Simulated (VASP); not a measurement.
Crystal: CaRu2Au.

```
Ru Au Ca
1.0
     4.15997    0.00000    0.00000
     2.07999   -4.89880    0.00000
     0.00000    0.00000   -6.92514
Ru Au Ca
4 2 2
Direct
  0.36418 0.27164 0.94871
  0.63582 0.72836 0.44871
  0.63582 0.72836 0.05129
  0.36418 0.27164 0.55129
  0.78843 0.42314 0.75000
  0.21157 0.57686 0.25000
  0.07451 0.85098 0.75000
  0.92549 0.14902 0.25000
```

* Program: VASP 6.6.1
* Task: relaxation of cell and atoms
* Functional: PBE
* Potentials or basis: VASP PAW PBE potentials, release 64 (Ru_pv, Au, Ca_sv)
* Cutoff: 500 eV
* k mesh: 6 × 6 × 3
* Occupations: fermi-dirac, width 0.1 eV
* Spin: no spin polarisation

At the start: pressure 10.7 GPa; volume 17.64 Å³/atom.

Problem. Where does the relaxation end?

Solution. Over 23 steps the energy falls by 283.9 meV/atom and the volume is 19.23 Å³/atom (+9.0 %); space group Cmcm (No. 63, to 0.1 Å) before and after.

Step by step:
| step | energy change (eV) | largest force (eV/Å) | pressure (GPa) | volume (Å³) |
| --- | --- | --- | --- | --- |
| 1 | 0.0000 | 1.8949 | 10.66 | 141.13 |
| 2 | -0.5960 | 1.1629 | -10.42 | 166.19 |
| 3 | -0.8352 | 1.3122 | -4.84 | 156.31 |
| 4 | -1.4845 | 0.9400 | -1.42 | 151.72 |
| 5 | -1.5472 | 0.9955 | 1.04 | 149.77 |
| 6 | -1.8471 | 0.6917 | 2.75 | 149.75 |
| 7 | -1.8632 | 1.0047 | 3.54 | 149.72 |
| 8 | -2.1394 | 0.4452 | -0.31 | 154.64 |
| 9 | -2.1603 | 0.5355 | -1.51 | 156.85 |
| 10 | -2.1610 | 0.5233 | -1.34 | 156.50 |
| 11 | -2.1994 | 0.4467 | 0.11 | 154.68 |
| 12 | -2.2060 | 0.3952 | 1.04 | 153.59 |
| 13 | -2.2353 | 0.2841 | 0.23 | 154.26 |
| 14 | -2.2467 | 0.2719 | -0.60 | 155.00 |
| 15 | -2.2603 | 0.1659 | 0.07 | 154.06 |
| 16 | -2.2608 | 0.1831 | 0.25 | 153.82 |
| 17 | -2.2649 | 0.1412 | -0.15 | 154.13 |
| 18 | -2.2659 | 0.1088 | -0.45 | 154.38 |
| 19 | -2.2685 | 0.0666 | -0.02 | 153.78 |
| 20 | -2.2688 | 0.0684 | 0.17 | 153.53 |
| 21 | -2.2699 | 0.0564 | 0.07 | 153.67 |
| 22 | -2.2708 | 0.0665 | -0.13 | 153.97 |
| 23 | -2.2715 | 0.0232 | 0.02 | 153.88 |

Final structure:
```
CELL_PARAMETERS angstrom
4.65166 0.00000 0.00000
2.32583 -5.00539 0.00000
0.00000 0.00000 -6.60883
ATOMIC_POSITIONS crystal
Ru 0.39356 0.21289 0.93421
Ru 0.60644 0.78711 0.43421
Ru 0.60644 0.78711 0.06579
Ru 0.39356 0.21289 0.56579
Au 0.79367 0.41266 0.75000
Au 0.20633 0.58734 0.25000
Ca 0.09102 0.81796 0.75000
Ca 0.90898 0.18204 0.25000
```
